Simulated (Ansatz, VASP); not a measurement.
**Ga3Sb2As in VASP and in Ansatz**

```
Ga Sb As
1.0
     4.03837    0.00000    0.00000
    -2.01918    3.49733    0.00000
     0.00000    0.00000    9.89194
Ga Sb As
3 2 1
Cartesian
  0.0000 0.0000 0.0000
  0.0000 2.3316 6.5946
  2.0192 1.1658 3.2973
  2.0192 1.1658 5.7703
  0.0000 0.0000 2.4730
  0.0000 2.3316 9.0676
```

Alike in both runs: task relaxation of cell and atoms; functional PBE; k mesh 6 × 6 × 2; occupations gaussian, width 0.1 eV; no spin polarisation.

|  | VASP | Ansatz |
| --- | --- | --- |
| version | VASP 6.6.1 | Ansatz 0.2.0 |
| potentials or method | VASP PAW PBE potentials, release 64 (Ga_d, Sb, As), cutoff 600 eV | scalar-relativistic, plane waves, PAW |
| valence electrons in the cell | 54 | 84 |

|  | VASP | Ansatz | Ansatz less VASP |
| --- | --- | --- | --- |
| gap on the k mesh at the Fermi level, each at its own relaxed structure (eV) | none | none | - |
| relaxed volume (Å³/atom) | 28.00 | 27.88 | -0.123 |
| relaxed cell length with the largest relative difference (Å) | 4.300 | 4.292 | -0.0076 |

A gap of «none» marks a metal or a gap that the smearing closes. VASP's potentials hold 54 valence electrons a cell and Ansatz's 84, so a difference there can come from the potentials and not from the codes.

Neither program's run includes spin-orbit coupling. Noted on VASP's run: the volume moved by over 15 % at a fixed basis, so the end points are rough.
